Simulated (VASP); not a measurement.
# Si3Se2 (Pm-3m) in VASP: relaxation of cell and atoms with PBE

Aim: the relaxation of cell and atoms of Si3Se2 with PBE.

Program: VASP 6.6.1. These are calculated values, not measurements. Logs are shortened: lines on timing, memory, paths and dates and some standing lists are left out, and cuts for length are marked.

**1. The cell of the first run**

The structure is cubic, space group Pm-3m (No. 221). The conventional cell has a = 4.679 Å, b = 4.679 Å, c = 4.679 Å, α = 90.00°, β = 90.00°, γ = 90.00°. Within 3.1 Å of Si (site symmetry 4/mmm) lie 2 Se at 2.34 Å. Se (site symmetry m-3m) has 12 Si at 3.31 Å and 8 Se at 4.05 Å within 4.4 Å. Se (site symmetry m-3m) has 6 Si at 2.34 Å within 3.1 Å.

The cell was built from a structure type or drawn by symmetry, and may not be a known phase.

**2. Relaxation of cell and atoms, PBE**

INCAR reads:

```
ALGO     = Normal         # electronic algorithm
EDIFF    = 1E-7           # SCF threshold, eV
EDIFFG   = -0.08          # ionic threshold
ENCUT    = 500            # plane-wave cutoff, eV
GGA      = PE             # functional
GGA_COMPAT= F            
IBRION   = 2              # ionic algorithm
ISIF     = 3              # what is computed and relaxed
ISMEAR   = 0              # smearing method
LASPH    = T              # aspherical terms in the spheres
LCHARG   = F              # write CHGCAR
LREAL    = F              # projectors in reciprocal space
LWAVE    = F              # write WAVECAR
NELM     = 120            # most SCF steps
NELMIN   = 4            
NSW      = 36             # ionic steps
PREC     = Accurate       # precision mode
SIGMA    = 0.2            # smearing width, eV
```

KPOINTS reads:

```
k-points
0
Gamma
  4 4 4
```

POSCAR reads:

```
Si3Se2
1.0
    4.6794817900      0.0000000000      0.0000000000
    0.0000000000      4.6794817900      0.0000000000
    0.0000000000      0.0000000000      4.6794817900
Si Se
3 2
Direct
    0.5000000000      0.0000000000      0.0000000000
    0.0000000000      0.5000000000      0.0000000000
    0.0000000000      0.0000000000      0.5000000000
    0.5000000000      0.5000000000      0.5000000000
    0.0000000000      0.0000000000      0.0000000000
```

Potentials or basis: VASP PAW PBE potentials, release 64 (Si, Se).

On the command line:

```
> cat potpaw_PBE.64/Si/POTCAR potpaw_PBE.64/Se/POTCAR > POTCAR
> mpirun -np 1 vasp_std > vasp.out
```

OUTCAR:

```text
EDIFF = 1E-7
   EDIFFG = -0.08
   ENCUT = 500
   GGA = PE
   IBRION = 2
   ISIF = 3
   ISMEAR = 0
   LASPH = T
   LREAL = F
   NELM = 120
   NELMIN = 4
   NSW = 36
   PREC = Accurate

 ion  position               nearest neighbor table
   1  0.500  0.000  0.000-   5 2.34   5 2.34
   2  0.000  0.500  0.000-   5 2.34   5 2.34
   3  0.000  0.000  0.500-   5 2.34   5 2.34
   4  0.500  0.500  0.500-
   5  0.000  0.000  0.000-   1 2.34   2 2.34   3 2.34   3 2.34   2 2.34   1 2.34

  LATTYP: Found a simple cubic cell.
 ALAT       =     4.6794817900

  Lattice vectors:

 A1 = (   4.6794817900,   0.0000000000,   0.0000000000)
 A2 = (   0.0000000000,   4.6794817900,   0.0000000000)
 A3 = (   0.0000000000,   0.0000000000,   4.6794817900)

Analysis of symmetry for initial positions (statically):
=====================================================================
 Subroutine PRICEL returns:
 Original cell was already a primitive cell.

 Routine SETGRP: Setting up the symmetry group for a
 simple cubic supercell.

 Subroutine GETGRP returns: Found 48 space group operations
 (whereof 48 operations were pure point group operations)
 out of a pool of 48 trial point group operations.

The static configuration has the point symmetry O_h .

Analysis of symmetry for dynamics (positions and initial velocities):
=====================================================================
 Subroutine PRICEL returns:
 Original cell was already a primitive cell.

 Routine SETGRP: Setting up the symmetry group for a
 simple cubic supercell.

 Subroutine GETGRP returns: Found 48 space group operations
 (whereof 48 operations were pure point group operations)
 out of a pool of 48 trial point group operations.

The dynamic configuration has the point symmetry O_h .

 Subroutine INISYM returns: Found 48 space group operations
 (whereof 48 operations are pure point group operations),
 and found     1 'primitive' translations

----------------------------------------------------------------------------------------

                                     Primitive cell

  volume of cell :     102.4692

  direct lattice vectors                    reciprocal lattice vectors
     4.679481790  0.000000000  0.000000000     0.213698876  0.000000000  0.000000000
     0.000000000  4.679481790  0.000000000     0.000000000  0.213698876  0.000000000
     0.000000000  0.000000000  4.679481790     0.000000000  0.000000000  0.213698876

  length of vectors
     4.679481790  4.679481790  4.679481790     0.213698876  0.213698876  0.213698876

  position of ions in fractional coordinates (direct lattice)
     0.500000000  0.000000000  0.000000000
     0.000000000  0.500000000  0.000000000
     0.000000000  0.000000000  0.500000000
     0.500000000  0.500000000  0.500000000
[... 55 lines left out ...]
   NGXF,Y,Z  is equivalent  to a cutoff of  25.58, 25.58, 25.58 a.u.
 SYSTEM =  unknown system
   PREC   = accura    normal or accurate (medium, high low for compatibility)
   ISTART =      0    job   : 0-new  1-cont  2-samecut
   ICHARG =      2    charge: 1-file 2-atom 10-const
   ISPIN  =      1    spin polarized calculation?
   LNONCOLLINEAR =      F non collinear calculations
   LSORBIT =      F    spin-orbit coupling
   LASPH  =      T    aspherical Exc in radial PAW
   ENCUT  =  500.0 eV  36.75 Ry    6.06 a.u.   8.53  8.53  8.53*2*pi/ulx,y,z
   NELM   =    120;   NELMIN=  4; NELMDL= -5     # of ELM steps
   EDIFF  = 0.1E-06   stopping-criterion for ELM
   LREAL  =      F    real-space projection
   EDIFFG = -.8E-01   stopping-criterion for IOM
   NSW    =     36    number of steps for IOM
   IBRION =      2    ionic relax: 0-MD 1-quasi-New 2-CG
   NFREE  =      1    steps in history (QN), initial steepest desc. (CG)
   ISIF   =      3    stress and relaxation
   ISYM   =      2    0-nonsym 1-usesym 2-fastsym
   POTIM  = 0.5000    time-step for ionic-motion
   TEBEG  =    0.0;   TEEND  =   0.0 temperature during run
   PSTRESS=    0.0 pullay stress
   NELECT =      24.0000    total number of electrons
   NUPDOWN=      -1.0000    fix difference up-down
   EMIN   =  10.00;   EMAX   =-10.00  energy-range for DOS
   EFERMI =   0.00;   METHOD = LEGACY
   ISMEAR =     0;   SIGMA  =   0.20  broadening in eV -4-tet -1-fermi 0-gaus
   EFERMI_NEDOS =   21; number of points for ismear=-14 and -15
   IALGO  =     38    algorithm
   IMIX   =      4    mixing-type and parameters
     AMIX     =   0.40;   BMIX     =  1.00
     AMIX_MAG =   1.60;   BMIX_MAG =  1.00
  volume/ion in A,a.u.               =      20.49       138.30
  Fermi-wavevector in a.u.,A,eV,Ry     =   1.009131  1.906981 13.855426  1.018345
  Thomas-Fermi vector in A             =   2.142040
   LORBIT       =      0    0 simple, 1 ext, 2 COOP (PROOUT), +10 PAW based schemes
   GGA     = PE    functional components
   LHFCALC =     F    Hartree Fock is set to
   AEXX    =    0.0000 exact exchange contribution
   IVDW    =     0    specifies the selected vdW correction
   LEPSILON=     F    determine dielectric tensor
   LRPA    =     F    only Hartree local field effects (RPA)
 conjugate gradient relaxation of ions
 non-spin polarized calculation
 Gauss-broadening in eV      SIGMA  =   0.20
  energy-cutoff  :      500.00
  volume of cell :      102.47
 maximum number of plane-waves:      2624
 NGX is ok and might be reduce to    36
   NGX = 17   NGY = 17   NGZ = 17

--------------------------------------- Ionic step        1  -------------------------------------------

 number of electron      24.0000001 magnetization

 Free energy of the ion-electron system (eV)
  ---------------------------------------------------
  ext. energy  EPLUGINS =         0.00000000
  ---------------------------------------------------
  free energy    TOTEN  =       -17.02506964 eV

  energy without entropy =      -16.92316306  energy(sigma->0) =      -16.97411635

 E-fermi :   6.2242     XC(G=0):  -9.9452

 val. band max:        6.1319548060   @ k =   0.5000   0.0000   0.0000
 cond. band min:       6.2498432030   @ k =   0.2500   0.2500   0.0000
 fundamental gap:      0.1178883970
 Fermi energy:         6.2242364219

 k-point     1 :       0.0000    0.0000    0.0000
  band No.  band energies     occupation
      1     -11.0209      2.00000
      2      -6.7111      2.00000
      3      -1.7327      2.00000
      4      -1.7327      2.00000
      5      -1.7327      2.00000
      6      -0.1714      2.00000
[... 256 lines left out ...]
--------------------------------------- Ionic step        3  -------------------------------------------

 number of electron      23.9999998 magnetization

 Free energy of the ion-electron system (eV)
  ---------------------------------------------------
  ext. energy  EPLUGINS =         0.00000000
  ---------------------------------------------------
  free energy    TOTEN  =       -17.46900716 eV

  energy without entropy =      -17.36871208  energy(sigma->0) =      -17.41885962

 E-fermi :   4.1255     XC(G=0):  -9.0798

 val. band max:        4.0439830738   @ k =   0.2500   0.2500   0.0000
 cond. band min:       4.1642808871   @ k =   0.5000   0.2500   0.0000
 fundamental gap:      0.1202978133
 Fermi energy:         4.1254516668

 k-point     1 :       0.0000    0.0000    0.0000
  band No.  band energies     occupation
      1     -11.2682      2.00000
      2      -8.1767      2.00000
      3      -2.2816      2.00000
      4      -2.2816      2.00000
      5      -2.2816      2.00000
      6      -2.1165      2.00000
[... 211 lines left out ...]
  FREE ENERGIE OF THE ION-ELECTRON SYSTEM (eV)
  ---------------------------------------------------
  free  energy   TOTEN  =       -17.4690071615 eV

  energy  without entropy=      -17.3687120783  energy(sigma->0) =      -17.41885962

 reached required accuracy - stopping structural energy minimisation
```

OSZICAR:

```text
N       E                     dE             d eps       ncg     rms          rms(c)
DAV:   1     0.790519263620E+02    0.79052E+02   -0.98765E+03   320   0.123E+03
DAV:   2    -0.123045769732E+02   -0.91357E+02   -0.89956E+02   432   0.175E+02
DAV:   3    -0.170246613578E+02   -0.47201E+01   -0.46572E+01   424   0.415E+01
[... 31 lines left out ...]
DAV:   7    -0.174690084786E+02    0.27535E-05   -0.14148E-04   400   0.688E-02    0.289E-02
DAV:   8    -0.174690063546E+02    0.21240E-05   -0.16496E-05   408   0.194E-02    0.876E-03
DAV:   9    -0.174690070045E+02   -0.64987E-06   -0.11796E-06   408   0.598E-03    0.263E-03
DAV:  10    -0.174690071816E+02   -0.17709E-06   -0.91720E-08   168   0.173E-03    0.731E-04
DAV:  11    -0.174690071615E+02    0.20072E-07   -0.18902E-08   184   0.788E-04
   3 F= -.17469007E+02 E0= -.17418860E+02  d E =-.443938E+00
```

CONTCAR:

```text
Si3Se2
   1.00000000000000
     5.0120420176900229   -0.0000000000000000    0.0000000000000000
     0.0000000000000000    5.0120420176900229   -0.0000000000000000
    -0.0000000000000000    0.0000000000000000    5.0120420176900229
  Si              Se
     3     2
Direct
     0.5000000000000000    0.0000000000000000    0.0000000000000000
     0.0000000000000000    0.5000000000000000    0.0000000000000000
     0.0000000000000000    0.0000000000000000    0.5000000000000000
     0.5000000000000000    0.5000000000000000    0.5000000000000000
     0.0000000000000000    0.0000000000000000    0.0000000000000000

  0.00000000E+00  0.00000000E+00  0.00000000E+00
  0.00000000E+00  0.00000000E+00  0.00000000E+00
  0.00000000E+00  0.00000000E+00  0.00000000E+00
  0.00000000E+00  0.00000000E+00  0.00000000E+00
  0.00000000E+00  0.00000000E+00  0.00000000E+00
```

Run time: 77 s. Hardware: 1 thread of Intel Xeon 8259CL, shared host; peak memory 0.21 GiB.

What came out:

```yaml
Free_energy: -17.4690 eV
Relaxed_volume: 25.18 Å³/atom
Relaxed_cell: a = 5.012 Å, b = 5.012 Å, c = 5.012 Å, α = 90.00°, β = 90.00°, γ = 90.00°
Space_group_after_relaxing_to_0.1_Å: Pm-3m (No. 221)
Energy_gained_by_relaxing: 88.8 meV/atom
Ionic_steps: 3
Pressure_after_relaxing: 0.2 GPa
Band_gap_on_the_k_mesh: zero (bands 12 and 13 overlap by 1.36 eV)
```

Step by step:
| step | energy change (eV) | largest force (eV/Å) | pressure (GPa) | volume (Å³) |
| --- | --- | --- | --- | --- |
| 1 | 0.0000 | 0.0000 | 6.79 | 102.47 |
| 2 | -0.3584 | 0.0000 | 2.46 | 115.90 |
| 3 | -0.4439 | 0.0000 | 0.22 | 125.91 |

Final structure:
```
Si Se
1.0
     5.01204    0.00000    0.00000
     0.00000    5.01204    0.00000
     0.00000    0.00000    5.01204
Si Se
3 2
Direct
  0.50000 0.00000 0.00000
  0.00000 0.50000 0.00000
  0.00000 0.00000 0.50000
  0.50000 0.50000 0.50000
  0.00000 0.00000 0.00000
```

Caveat: the volume moved by over 15 % at a fixed basis, so the end points are rough.
